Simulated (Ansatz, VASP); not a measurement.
Mo3W2 in VASP and in Ansatz

```
Mo W
1.0
     1.58511    2.24330    0.00000
     4.75534   -2.24330    0.00000
     1.58511    0.00000  -11.20563
Mo W
6 4
Cartesian
  3.1702 0.0000 0.0000
  4.7553 -2.2433 0.0000
  3.1702 0.0000 -8.9755
  6.3405 0.0000 -8.9755
  1.5851 0.0000 -2.2301
  4.7553 0.0000 -2.2301
  1.5851 0.0000 -6.7310
  4.7553 0.0000 -6.7310
  3.1702 0.0000 -4.4746
  6.3405 0.0000 -4.4746
```

Alike in both runs: task single point; functional PBE; k mesh 8 × 4 × 2; occupations gaussian, width 0.2 eV; no spin polarisation.

```csv
,VASP,Ansatz
version,VASP 6.6.1,Ansatz 0.2.0
potentials or method,"VASP PAW PBE potentials, release 64 (Mo_sv, W_sv), cutoff 520 eV","scalar-relativistic, plane waves, PAW"
valence electrons in the cell,140,140
```

```csv
,VASP,Ansatz,Ansatz less VASP
gap on the k mesh at the Fermi level (eV),none,none,-
pressure (GPa),0.7,0.2,-0.51
"traceless stress, the component that is largest in VASP (GPa)",-0.55,-0.55,-0.002
rms of the force components (eV/Å),0.004,0.003,-0.0012
```

Atom by atom the forces differ by 0.001 eV/Å (rms over components). A gap of «none» marks a metal or a gap that the smearing closes. With one functional, cell and mesh, what is left measures potentials, basis and numerics.

Spin-orbit coupling is off throughout.
